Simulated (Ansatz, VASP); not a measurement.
# Two plane-wave programs on Al3Cu

```
Al Cu
1.0
     2.77841    0.00000    0.00000
     0.00000    2.77841    0.00000
     0.00000    0.00000    7.51340
Al Cu
3 1
Direct
  0.00000 0.00000 0.50000
  0.50000 0.50000 0.22612
  0.50000 0.50000 0.77388
  0.00000 0.00000 0.00000
```

Alike in both runs: task single point; functional r2SCAN; k mesh 8 × 8 × 3; occupations gaussian, width 0.2 eV; no spin polarisation.

```csv
,VASP,Ansatz
version,VASP 6.6.1,Ansatz 0.2.0
potentials or method,"VASP PAW PBE potentials, release 64 (Al, Cu), cutoff 520 eV","scalar-relativistic, plane waves, PAW"
valence electrons in the cell,20,28
```

```csv
,VASP,Ansatz,Ansatz less VASP
gap on the k mesh at the Fermi level (eV),none,none,-
pressure (GPa),0.4,0.6,+0.20
"traceless stress, the component that is largest in VASP (GPa)",-0.31,-0.27,+0.036
rms of the force components (eV/Å),0.036,0.045,+0.0085
```

VASP's potentials were made for PBE, not for r2SCAN. Atom by atom the forces differ by 0.008 eV/Å (rms over components). A gap of «none» marks a metal or a gap that the smearing closes. With one functional, cell and mesh, what is left measures potentials, basis and numerics. VASP's potentials hold 20 valence electrons a cell and Ansatz's 28, so a difference there can come from the potentials and not from the codes.
